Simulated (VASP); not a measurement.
Wanted: the native input for a VASP 6.6.1 run.

| Property | Result |
| --- | --- |
| Task | single point |
| Functional | PBEsol |
| Potentials or basis | VASP PAW PBE potentials, release 64 (Te, Pb_d) |
| Cutoff | 520 eV |
| k mesh | 6 × 6 × 6 |
| Occupations | fermi-dirac, width 0.02 eV |
| Spin | no spin polarisation |
| Dipole correction | no |
| Further INCAR settings | ALGO = Normal; EDIFF = 1e-06; NBANDS = 17 |

The structure of TePb lies in POSCAR:

```
TePb
1.0
    0.0000000000      3.2218049842      3.2218049842
    3.2218049842      0.0000000000      3.2218049842
    3.2218049842      3.2218049842      0.0000000000
Te Pb
1 1
Direct
    0.5000000000      0.5000000000      0.5000000000
    0.0000000000      0.0000000000      0.0000000000
```

The input as run:

INCAR

```
SYSTEM = TePb
ALGO     = Normal         ! electronic algorithm
EDIFF    = 1E-6           ! SCF threshold, eV
ENCUT    = 520            ! plane-wave cutoff, eV
GGA      = PS             ! functional
ISIF     = 2              ! what is computed and relaxed
ISMEAR   = -1             ! smearing method
LASPH    = .TRUE.         ! aspherical terms in the spheres
LCHARG   = .FALSE.        ! write CHGCAR
LREAL    = .FALSE.        ! projectors in reciprocal space
LWAVE    = .FALSE.        ! write WAVECAR
NBANDS   = 17             ! bands
NELM     = 60             ! most SCF steps
PREC     = Accurate       ! precision mode
SIGMA    = 0.02           ! smearing width, eV
```

KPOINTS

```
k-points
0
G
  6 6 6
  0 0 0
```

Potentials or basis: VASP PAW PBE potentials, release 64 (Te, Pb_d).

Command:

```bash
$ cat potpaw_PBE.64/Te/POTCAR potpaw_PBE.64/Pb_d/POTCAR > POTCAR
$ mpirun -np 1 vasp_std > vasp.out
```

Results of the run:

* Pressure: 0.0 GPa
* Band gap on the k mesh: 0.65 eV, direct

Caveat: the PAW data sets were made with another functional, which shifts forces and pressure a little; spin-orbit coupling is left out, which moves the levels of the heavy elements.

It took 19 s on 1 thread of Intel(R) Xeon(R) Platinum 8259CL CPU @ 2.50GHz (Skylake/Cascade Lake) (shared host), peak memory 0.2 GiB.
